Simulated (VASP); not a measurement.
# C (Fddd) in VASP: a series of runs

C is run at these levels: PBE; tasks: single point.

Everything below comes from runs of VASP 6.6.1. Logs are shortened: lines on timing, memory, paths and dates and some standing lists are left out, and cuts for length are marked.

## (1) The cell of the first run

It takes space group Fddd (No. 70, orthorhombic). The conventional cell has a = 3.273 Å, b = 3.634 Å, c = 3.808 Å, α = 90.00°, β = 90.00°, γ = 90.00°. Within 2.1 Å of C (site symmetry 222) lie 4 C at 1.55 Å.

## (2) Single point, PBE

The input, INCAR:

```
PREC = Accurate ; ENCUT = 520
EDIFF = 1E-6 ; ISMEAR = 0
SIGMA = 0.05 ; LREAL = False
LASPH = True ; NELM = 80
ALGO = Normal ; ISIF = 2
LWAVE = False ; LCHARG = False
GGA = PE ; NBANDS = 11
```

The input, KPOINTS:

```
Automatic mesh
0
Gamma
  12 12 12
```

The input, POSCAR:

```
C
1.0
    0.0000000000      1.9041550908      1.8170952449
    1.6362786419      0.0000000000      1.8170952449
    1.6362786419      1.9041550908      0.0000000000
C
2
Direct
    0.5000000000      0.5000000000      0.5000000000
    0.7500000000      0.7500000000      0.7500000000
```

Potentials or basis: VASP PAW PBE potentials, release 64 (C).

Run with:

```console
cat potpaw_PBE.64/C/POTCAR > POTCAR
mpirun -np 1 vasp_std > vasp.out
```

OUTCAR:

```text
PREC = Accurate
   ENCUT = 520
   EDIFF = 1E-6
   ISMEAR = 0
   LREAL = False
   LASPH = True
   NELM = 80
   ISIF = 2
   GGA = PE

 ion  position               nearest neighbor table
   1  0.500  0.500  0.500-   2 1.55   2 1.55   2 1.55   2 1.55
   2  0.750  0.750  0.750-   1 1.55   1 1.55   1 1.55   1 1.55

  LATTYP: Found a face centered orthorhombic cell.
 ALAT       =     3.2725572838
 B/A-ratio  =     1.1105047749
 C/A-ratio  =     1.1637107776

  Lattice vectors:

 A1 = (   0.0000000000,   1.9041550908,  -1.8170952449)
 A2 = (   1.6362786419,   1.9041550908,   0.0000000000)
 A3 = (   1.6362786419,   0.0000000000,  -1.8170952449)

Analysis of symmetry for initial positions (statically):
=====================================================================
 Subroutine PRICEL returns:
 Original cell was already a primitive cell.

 Routine SETGRP: Setting up the symmetry group for a
 face centered orthorhombic supercell.

 Subroutine GETGRP returns: Found  8 space group operations
 (whereof  4 operations were pure point group operations)
 out of a pool of  8 trial point group operations.

The static configuration has the point symmetry D_2 .
 The point group associated with its full space group is D_2h.

Analysis of symmetry for dynamics (positions and initial velocities):
=====================================================================
 Subroutine PRICEL returns:
 Original cell was already a primitive cell.

 Routine SETGRP: Setting up the symmetry group for a
 face centered orthorhombic supercell.

 Subroutine GETGRP returns: Found  8 space group operations
 (whereof  4 operations were pure point group operations)
 out of a pool of  8 trial point group operations.

The dynamic configuration has the point symmetry D_2 .
 The point group associated with its full space group is D_2h.

 Subroutine INISYM returns: Found  8 space group operations
 (whereof  4 operations are pure point group operations),
 and found     1 'primitive' translations

----------------------------------------------------------------------------------------

                                     Primitive cell

  volume of cell :      11.3232

  direct lattice vectors                    reciprocal lattice vectors
     0.000000000  1.904155091  1.817095245    -0.305571427  0.262583653  0.275164442
     1.636278642  0.000000000  1.817095245     0.305571427 -0.262583653  0.275164442
     1.636278642  1.904155091  0.000000000     0.305571427  0.262583653 -0.275164442

  length of vectors
     2.632041363  2.445249051  2.510620323     0.487892962  0.487892962  0.487892962

[... 85 lines left out ...]
   NFREE  =      0    steps in history (QN), initial steepest desc. (CG)
   ISIF   =      2    stress and relaxation
   ISYM   =      2    0-nonsym 1-usesym 2-fastsym
   POTIM  = 0.5000    time-step for ionic-motion
   TEBEG  =    0.0;   TEEND  =   0.0 temperature during run
   PSTRESS=    0.0 pullay stress
   NELECT =       8.0000    total number of electrons
   NUPDOWN=      -1.0000    fix difference up-down
   EMIN   =  10.00;   EMAX   =-10.00  energy-range for DOS
   EFERMI =   0.00;   METHOD = LEGACY
   ISMEAR =     0;   SIGMA  =   0.05  broadening in eV -4-tet -1-fermi 0-gaus
   EFERMI_NEDOS =   21; number of points for ismear=-14 and -15
   IALGO  =     38    algorithm
   IMIX   =      4    mixing-type and parameters
     AMIX     =   0.40;   BMIX     =  1.00
     AMIX_MAG =   1.60;   BMIX_MAG =  1.00
  volume/ion in A,a.u.               =       5.66        38.21
  Fermi-wavevector in a.u.,A,eV,Ry     =   1.458084  2.755378 28.926089  2.126008
  Thomas-Fermi vector in A             =   2.574809
   LORBIT       =      0    0 simple, 1 ext, 2 COOP (PROOUT), +10 PAW based schemes
   GGA     = PE    functional components
   LHFCALC =     F    Hartree Fock is set to
   AEXX    =    0.0000 exact exchange contribution
   IVDW    =     0    specifies the selected vdW correction
   LEPSILON=     F    determine dielectric tensor
   LRPA    =     F    only Hartree local field effects (RPA)
 non-spin polarized calculation
 Gauss-broadening in eV      SIGMA  =   0.05
  energy-cutoff  :      520.00
  volume of cell :       11.32
 maximum number of plane-waves:       319
   NGX =  9   NGY =  9   NGZ =  9

 number of electron       8.0000000 magnetization

 Free energy of the ion-electron system (eV)
  ---------------------------------------------------
  ext. energy  EPLUGINS =         0.00000000
  ---------------------------------------------------
  free energy    TOTEN  =       -17.81123923 eV

  energy without entropy =      -17.81123923  energy(sigma->0) =      -17.81123923

 E-fermi :  11.2157     XC(G=0): -13.2860

 val. band max:       10.9217629401   @ k =   0.0000   0.0000   0.0000
 cond. band min:      11.9879211038   @ k =   0.0000   0.4167   0.4167
 fundamental gap:      1.0661581637
 Fermi energy:        11.2157317964

 k-point     1 :       0.0000    0.0000    0.0000
  band No.  band energies     occupation
      1     -11.7186      2.00000
      2       8.7555      2.00000
      3       9.6675      2.00000
      4      10.9218      2.00000
      5      14.4980      0.00000
      6      15.7899      0.00000
      7      16.3657      0.00000
      8      22.8703      0.00000
      9      29.2837      0.00000
     10      32.6687      0.00000
     11      34.2798      0.00000
[... 309 lines left out ...]
 k-point    24 :      -0.4167    0.1667    0.0000
  band No.  band energies     occupation
      1      -5.4034      2.00000
      2      -2.7891      2.00000
      3       3.8808      2.00000
      4       6.5477      2.00000
      5      17.3511      0.00000
      6      18.5499      0.00000
      7      22.3646      0.00000
      8      25.1203      0.00000
      9      29.3178      0.00000
     10      33.8257      0.00000
     11      35.2931      0.00000

 [... further k-points ...]
[... 5 lines left out ...]
  --------------------------------------------------------------------------------------
  -------------------------------------------------------------------------------------
  Total        5.1909243     -4.1512263     -0.2813623      0.0000000      0.0000000      0.0000000
  in kB      734.4935906   -587.3807700    -39.8115681      0.0000000      0.0000000      0.0000000
  external PRESSURE =      35.7670841 kB  Pullay stress =       0.0000000 kB

 VOLUME and BASIS-vectors are now :
 -----------------------------------------------------------------------------
  energy-cutoff  :      520.00
  volume of cell :       11.32
      direct lattice vectors                 reciprocal lattice vectors
     0.000000000  1.904155091  1.817095245    -0.305571427  0.262583653  0.275164442
     1.636278642  0.000000000  1.817095245     0.305571427 -0.262583653  0.275164442
     1.636278642  1.904155091  0.000000000     0.305571427  0.262583653 -0.275164442

 POSITION                                       TOTAL-FORCE (eV/Angst)
 -----------------------------------------------------------------------------------
      1.63628      1.90416      1.81710         0.000000     -0.000000     -0.000000
      2.45442      2.85623      2.72564        -0.000000      0.000000      0.000000
 -----------------------------------------------------------------------------------
    total drift:                                0.000000     -0.000000      0.000000

  FREE ENERGIE OF THE ION-ELECTRON SYSTEM (eV)
  ---------------------------------------------------
  free  energy   TOTEN  =       -17.8112392322 eV

  energy  without entropy=      -17.8112392322  energy(sigma->0) =      -17.81123923
```

OSZICAR:

```text
N       E                     dE             d eps       ncg     rms          rms(c)
DAV:   1     0.777582622468E+00    0.77758E+00   -0.48105E+03  6516   0.701E+02
DAV:   2    -0.180887882617E+02   -0.18866E+02   -0.18184E+02  8053   0.127E+02
DAV:   3    -0.184261501576E+02   -0.33736E+00   -0.33669E+00  7102   0.128E+01
DAV:   4    -0.184266758180E+02   -0.52566E-03   -0.52565E-03  6633   0.636E-01
DAV:   5    -0.184266764223E+02   -0.60434E-06   -0.60433E-06  7005   0.200E-02    0.549E+00
DAV:   6    -0.179649803899E+02    0.46170E+00   -0.24062E-01  6322   0.346E+00    0.328E+00
DAV:   7    -0.178095470144E+02    0.15543E+00   -0.29372E-01  6601   0.387E+00    0.745E-01
DAV:   8    -0.178111875326E+02   -0.16405E-02   -0.80930E-03  6463   0.680E-01    0.428E-02
DAV:   9    -0.178112202424E+02   -0.32710E-04   -0.55232E-05  7314   0.595E-02    0.238E-02
DAV:  10    -0.178112392051E+02   -0.18963E-04   -0.13952E-05  6538   0.332E-02    0.482E-03
DAV:  11    -0.178112392322E+02   -0.27161E-07   -0.17947E-07  4656   0.394E-03
   1 F= -.17811239E+02 E0= -.17811239E+02  d E =-.158694E-19
```

stdout:

```text
POSCAR found type information on POSCAR C
 POSCAR found :  1 types and       2 ions
 scaLAPACK will be used
 LDA part: xc-table for (Slater+PW92), standard interpolation
 POSCAR, INCAR and KPOINTS ok, starting setup
 FFT: planning ... GRIDC
 FFT: planning ... GRID_SOFT
 FFT: planning ... GRID
 WAVECAR not read
 entering main loop
```

Run time: 16 s. Hardware: 1 thread of Intel Xeon Platinum 8375C at 2.90GHz (Ice Lake), shared host; peak memory 0.14 GiB.

What came out:

```
Free energy            : -17.8112 eV
Pressure               : 3.6 GPa
Band gap on the k mesh : 1.07 eV, indirect (least direct gap 3.58 eV)
```

Stress tensor (GPa, compression positive):
```
 73.45   0.00   0.00
  0.00 -58.74   0.00
  0.00   0.00  -3.98
```

Levels at points of the mesh, in eV from the valence-band top:
```
           k point  band 2  band 3  band 4  band 5  band 6  band 7
(0.00, 0.00, 0.00)   -2.17   -1.25    0.00    3.58    4.87    5.44
(0.50, 0.00, 0.00)  -14.48   -5.04   -2.83    5.20    6.99    9.94
(0.50, 0.50, 0.00)  -14.17   -7.00   -7.00    4.23    4.23   14.56
(0.50, 0.00, 0.50)  -14.88   -6.33   -6.33    5.29    5.29   14.78
(0.00, 0.50, 0.50)  -12.52   -8.59   -8.59    1.72    1.72   15.86
```

Caveat: the cell differs from its parent crystal (strain +e along x and -e along y -0.0750, strain +e along z and -e/2 along x and y +0.0175). A k mesh can miss the band edges.

[end of part 1 of 2]
